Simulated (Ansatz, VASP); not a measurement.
Ir: VASP beside Ansatz

```
Ir
1.0
     2.61728    0.00000    0.00000
     0.00000    2.61728    0.00000
     0.00000    0.00000    2.61728
Ir
1
Direct
  0.00000 0.00000 0.00000
```

Alike in both runs: functional BLYP; k mesh 13 × 13 × 13; occupations fermi-dirac, width 0.1 eV; no spin polarisation.

Ansatz relaxed the structure, and its values are those at the end. VASP's run is a single point on that final structure, the one shown.

```csv
,VASP,Ansatz
version,VASP 6.6.1,Ansatz 0.2.0
potentials or method,"VASP PAW PBE potentials, release 64 (Ir_sv_GW), cutoff 560 eV","plane waves (420 eV) with PAW, scalar-relativistic"
valence electrons in the cell,17,17
```

```csv
,VASP,Ansatz,Ansatz less VASP
pressure (GPa),-0.5,0.0,+0.47
```

VASP's potentials were made for PBE, not for BLYP.

Neither program's run includes spin-orbit coupling.
